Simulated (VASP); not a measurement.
Set up this calculation in VASP 6.6.1, as the native input.

| Quantity | Value |
| --- | --- |
| Task | single point |
| Functional | LDA |
| Potentials or basis | VASP PAW LDA potentials, release 64 (Mo_sv, Si) |
| Cutoff | 520 eV |
| k mesh | 12 × 12 × 12 |
| Occupations | fermi-dirac, width 0.05 eV |
| Spin | no spin polarisation |
| Dipole correction | no |
| Further INCAR settings | ALGO = Normal; EDIFF = 1e-06; NBANDS = 18 |

The structure of Si2Mo lies in POSCAR:

```
Si2Mo
1.0
   -1.5892614214      1.5892614214      3.9041200105
    1.5892614214     -1.5892614214      3.9041200105
    1.5892614214      1.5892614214     -3.9041200105
Mo Si
1 2
Direct
    0.0000000000      0.0000000000      0.0000000000
    0.6670000000      0.6670000000      0.0000000000
    0.3330000000      0.3330000000      0.0000000000
```

One way to write it, as run:

INCAR

```
PREC     = Accurate       # precision mode
ENCUT    = 520            # plane-wave cutoff, eV
EDIFF    = 1E-6           # SCF threshold, eV
ISMEAR   = -1             # smearing method
SIGMA    = 0.05           # smearing width, eV
LREAL    = False          # projectors in reciprocal space
LASPH    = True           # aspherical terms in the spheres
NELM     = 80             # most SCF steps
ALGO     = Normal         # electronic algorithm
ISIF     = 2              # what is computed and relaxed
LWAVE    = False          # write WAVECAR
LCHARG   = False          # write CHGCAR
NBANDS   = 18             # bands
```

KPOINTS

```
regular mesh
0
Gamma
  12 12 12
```

Potentials or basis: VASP PAW LDA potentials, release 64 (Mo_sv, Si).

Run with:

```console
$ cat potpaw_LDA.64/Mo_sv/POTCAR potpaw_LDA.64/Si/POTCAR > POTCAR
$ mpirun -np 1 vasp_std > vasp.out
```

It gave:

| Property | Result |
| --- | --- |
| Pressure | -1.2 GPa |
| Largest force | 0.334 eV/Å |
| Band gap on the k mesh | zero (band 11 reaches 13.04 eV, above the bottom of band 12 at 12.00 eV) |

Wall time 51 s on 1 thread of Intel(R) Xeon(R) 6975P-C (Granite Rapids) (shared host), peak memory 0.24 GiB.
